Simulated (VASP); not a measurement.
# Al: relaxation of cell and atoms with PBEsol+D3(BJ)

Crystal: Al.

```xyz
2
Lattice="2.8125 0.0000 0.0000 -1.4062 2.4357 0.0000 0.0000 0.0000 4.8669" Properties=species:S:1:pos:R:3 pbc="T T T"
Al    1.4062    0.8119    3.6501
Al    0.0000    1.6238    1.2167
```

* Program: VASP 6.6.1
* Task: relaxation of cell and atoms
* Functional: PBEsol
* Dispersion: D3(BJ)
* Potentials or basis: VASP PAW PBE potentials, release 64 (Al)
* Cutoff: 600 eV
* k mesh: 7 × 7 × 4
* Occupations: fermi-dirac, width 0.3 eV
* Spin: no spin polarisation
* Dipole correction: no
* Further INCAR settings: ALGO = Normal; EDIFF = 1e-06; IBRION = 2; EDIFFG = -0.01; NSW = 80; ISIF = 3

The relaxed volume is 15.82 Å³/atom and the relaxed cell is a = 2.822 Å, b = 2.822 Å, c = 4.586 Å, α = 90.00°, β = 90.00°, γ = 120.00°. The space group after relaxing (to 0.05 Å) is P6_3/mmc (No. 194). The energy gained by relaxing is 19.0 meV/atom. The ionic steps are 8. The pressure after relaxing is 0.0 GPa and the band gap on the k mesh is zero (band 3 reaches 12.80 eV, above the bottom of band 4 at 5.48 eV). The dispersion energy per atom is -0.331 eV.

Step by step:
```
step  energy change (eV)  largest force (eV/Å)  pressure (GPa)  volume (Å³)
   1              0.0000                0.0000           -3.92        33.34
   2             -0.0283                0.0000            0.63        31.41
   3             -0.0283                0.0000            0.56        31.44
   4             -0.0337                0.0000            0.43        31.46
   5             -0.0378                0.0000            0.38        31.49
   6             -0.0378                0.0000            0.39        31.49
   7             -0.0379                0.0000           -0.26        31.73
   8             -0.0380                0.0000            0.01        31.63
```

Final structure:
```
Al
1.0
     2.82223    0.00000    0.00000
    -1.41111    2.44412    0.00000
     0.00000    0.00000    4.58568
Al
2
Direct
  0.66667 0.33333 0.75000
  0.33333 0.66667 0.25000
```

Levels at points of the mesh, in eV from the Fermi level:
```csv
k point,band 1,band 2,band 3,band 4,band 5,band 6
"(0.00, 0.00, 0.00)",-11.37,-4.68,-4.32,10.88,10.88,11.19
"(0.00, 0.00, 0.50)",-9.62,-9.62,3.68,3.68,12.06,12.06
```

Wall time 23 s on 1 thread of AMD EPYC 9R45 (Zen 5), on a shared host, peak memory 0.13 GiB.

Caveat: the k points lie up to 0.37 Å⁻¹ apart in the final cell; the PAW data sets were made with another functional, which shifts forces and pressure a little; pairwise dispersion overbinds metals, which lowers pressure and volume.
